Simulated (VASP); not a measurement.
A run of VASP 6.6.1:

Contents of INCAR:

```
SYSTEM = KF
PREC = Accurate
ENCUT = 520
EDIFF = 1E-6
ISMEAR = -1
SIGMA = 0.05
LREAL = .False.
LASPH = .True.
NELM = 60
ALGO = Normal
ISIF = 2
LWAVE = .False.
LCHARG = .False.
GGA = PE
NBANDS = 15
```

Contents of KPOINTS:

```
Automatic mesh
0
Gamma
  14 14 14
  0 0 0
```

The input POSCAR:

```
KF
1.0
    2.5864073196      0.0000000000      0.0000000000
    0.0000000000      2.5864073196      0.0000000000
    0.0000000000      0.0000000000      2.5864073196
K F
1 1
Direct
    0.0000000000      0.0000000000      0.0000000000
    0.5000000000      0.5000000000      0.5000000000
```

Potentials or basis: VASP PAW PBE potentials, release 64 (K_sv, F).

The run is started by

```sh
$ cat potpaw_PBE.64/K_sv/POTCAR potpaw_PBE.64/F/POTCAR > POTCAR
$ mpirun -np 1 vasp_std > vasp.out
```

Hardware: 1 thread of AMD EPYC 9R45 96-Core Processor (Zen 5) (shared host).

Task: How long does it take, and how much memory?

Result: It took 14 s on 1 thread of AMD EPYC 9R45 96-Core Processor (Zen 5), with other jobs on the host, peak memory 0.12 GiB. Counts: scf iterations 13, k points 120.
